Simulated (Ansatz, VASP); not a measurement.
**One calculation of Ga2BSb3, two programs**

```
Ga B Sb
1.0
     5.44614    0.00000    0.00000
     0.00000    5.44614    0.00000
     0.00000    0.00000    5.53661
Ga B Sb
2 1 3
Direct
  0.00000 0.50000 0.00000
  0.50000 0.00000 0.00000
  0.50000 0.50000 0.50000
  0.00000 0.00000 0.74438
  0.00000 0.00000 0.25562
  0.50000 0.50000 0.00000
```

Alike in both runs: functional PBE; k mesh 4 × 4 × 4; occupations gaussian, width 0.1 eV; no spin polarisation.

Ansatz relaxed the structure, and its values are those at the end. VASP's run is a single point on that final structure, the one shown.

|  | VASP | Ansatz |
| --- | --- | --- |
| version | VASP 6.6.1 | Ansatz 0.2.0 |
| potentials or method | VASP PAW PBE potentials, release 64 (Ga_d, B, Sb), cutoff 520 eV | scalar-relativistic, plane waves, PAW |
| valence electrons in the cell | 44 | 74 |

|  | VASP | Ansatz | Ansatz less VASP |
| --- | --- | --- | --- |
| gap on the k mesh at the Fermi level (eV) | none | none | - |
| pressure (GPa) | 0.1 | 0.0 | -0.05 |
| rms of the force components (eV/Å) | 0.004 | 0.000 | -0.0042 |

A gap of «none» marks a metal or a gap that the smearing closes. VASP's potentials hold 44 valence electrons a cell and Ansatz's 74, so a difference there can come from the potentials and not from the codes.

Neither program's run includes spin-orbit coupling.
